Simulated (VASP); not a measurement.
Input of a VASP 6.6.1 run:

POSCAR

```
NaI
1.0
    4.0405366006      0.0000000000      0.0000000000
    0.0000000000      4.0405366006      0.0000000000
    0.0000000000      0.0000000000      4.0405366006
Na I
1 1
Direct
    0.0000000000      0.0000000000      0.0000000000
    0.5000000000      0.5000000000      0.5000000000
```

The input INCAR.step1:

```
SYSTEM = NaI
PREC     = Accurate       ! precision mode
ENCUT    = 600            ! plane-wave cutoff, eV
EDIFF    = 1E-5           ! SCF threshold, eV
ISMEAR   = -1             ! smearing method
SIGMA    = 0.02           ! smearing width, eV
LREAL    = .FALSE.        ! projectors in reciprocal space
LASPH    = .TRUE.         ! aspherical terms in the spheres
NELM     = 100            ! most SCF steps
ALGO     = Normal         ! electronic algorithm
LWAVE    = .TRUE.         ! write WAVECAR
LCHARG   = .FALSE.        ! write CHGCAR
GGA      = PE             ! functional
NBANDS   = 14             ! bands
```

Contents of INCAR.step2:

```
SYSTEM = NaI
PREC     = Accurate       ! precision mode
ENCUT    = 600            ! plane-wave cutoff, eV
EDIFF    = 1E-6           ! SCF threshold, eV
ISMEAR   = -1             ! smearing method
SIGMA    = 0.02           ! smearing width, eV
LREAL    = .FALSE.        ! projectors in reciprocal space
LASPH    = .TRUE.         ! aspherical terms in the spheres
NELM     = 100            ! most SCF steps
ALGO     = Normal         ! electronic algorithm
ISIF     = 3              ! what is computed and relaxed
LWAVE    = .FALSE.        ! write WAVECAR
LCHARG   = .FALSE.        ! write CHGCAR
GGA      = PE             ! functional
LHFCALC  = .TRUE.         ! exact exchange
HFSCREEN = 0.2079         ! screening, 1/A
PRECFOCK = Normal       
IBRION   = 2              ! ionic algorithm
NSW      = 80             ! ionic steps
EDIFFG   = -0.005         ! ionic threshold
ISTART   = 1
```

Contents of KPOINTS:

```
Automatic mesh
0
G
  4 4 4
  0 0 0
```

Potentials or basis: VASP PAW PBE potentials, release 64 (Na_pv, I).

Launch:

```bash
$ cat potpaw_PBE.64/Na_pv/POTCAR potpaw_PBE.64/I/POTCAR > POTCAR
$ cp INCAR.step1 INCAR
$ mpirun -np 1 vasp_std > vasp.out
$ cp INCAR.step2 INCAR
$ mpirun -np 1 vasp_std > vasp.out
```

What does it give for the band gap on the k mesh?

3.21 eV (least direct gap 3.70 eV).

What does it give for the space group after relaxing (to 0.1 Å)?

Pm-3m (No. 221).

Estimate the relaxed cell.

a = 4.055 Å, b = 4.055 Å, c = 4.055 Å, α = 90.00°, β = 90.00°, γ = 90.00°.

Predict the relaxed volume.

33.34 Å³/atom.

Final structure:
```
Na I
1.0
     4.05517    0.00000    0.00000
     0.00000    4.05517    0.00000
     0.00000    0.00000    4.05517
Na I
1 1
Direct
  0.00000 0.00000 0.00000
  0.50000 0.50000 0.50000
```

Caveat: the structure was generated, so it needn't be the stable form of NaI; the PAW data sets were made with another functional, which shifts forces and pressure a little; spin-orbit coupling is left out, which moves the levels of the heavy elements. A k mesh can miss the band edges.
